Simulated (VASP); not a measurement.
Wanted: the native input for a VASP 6.6.1 run.

- Task: single point
- Functional: r2SCAN
- Potentials or basis: VASP PAW PBE potentials, release 64 (Sn_d, Te)
- Cutoff: 520 eV
- k mesh: 13 × 13 × 13
- Occupations: fermi-dirac, width 0.08 eV
- Spin: no spin polarisation
- Dipole correction: no
- Further INCAR settings: ALGO = Normal; EDIFF = 1e-06; NBANDS = 17

SnTe (rocksalt type):

```
CELL_PARAMETERS angstrom
0.00000 3.18413 3.18413
3.18413 0.00000 3.18413
3.18413 3.18413 0.00000
ATOMIC_POSITIONS crystal
Sn 0.00000 0.00000 0.00000
Te 0.50000 0.50000 0.50000
```

The input as run:

POSCAR

```
SnTe
1.0
    0.0000000000      3.1841258196      3.1841258196
    3.1841258196      0.0000000000      3.1841258196
    3.1841258196      3.1841258196      0.0000000000
Sn Te
1 1
Direct
    0.0000000000      0.0000000000      0.0000000000
    0.5000000000      0.5000000000      0.5000000000
```

INCAR.step1

```
SYSTEM = SnTe
PREC = Accurate
ENCUT = 520
ISMEAR = -1
SIGMA = 0.08
LREAL = .FALSE.
LASPH = .TRUE.
NELM = 60
NBANDS = 17
GGA = PE
ALGO = Normal
EDIFF = 1E-4
LWAVE = .TRUE.
LCHARG = .FALSE.
```

INCAR.step2

```
SYSTEM = SnTe
PREC = Accurate
ENCUT = 520
EDIFF = 1E-6
ISMEAR = -1
SIGMA = 0.08
LREAL = .FALSE.
LASPH = .TRUE.
NELM = 60
ALGO = Normal
ISIF = 2
LWAVE = .FALSE.
LCHARG = .TRUE.
METAGGA = R2SCAN
LMIXTAU = .TRUE.
LELF = .TRUE.
LVHAR = .TRUE.
NBANDS = 17
ISTART = 1
```

KPOINTS

```
Automatic mesh
0
G
  13 13 13
  0 0 0
```

Potentials or basis: VASP PAW PBE potentials, release 64 (Sn_d, Te).

Launch:

```bash
$ cat potpaw_PBE.64/Sn_d/POTCAR potpaw_PBE.64/Te/POTCAR > POTCAR
$ cp INCAR.step1 INCAR
$ mpirun -np 1 vasp_std > vasp.out
$ cp INCAR.step2 INCAR
$ mpirun -np 1 vasp_std > vasp.out
```

Results of the run:

The pressure is 0.0 GPa.

Caveat: the PAW data sets were made with another functional, which shifts forces and pressure a little.

It took 4.3 min on 1 thread of Intel Xeon 8259CL, on a shared host, peak memory 0.28 GiB.
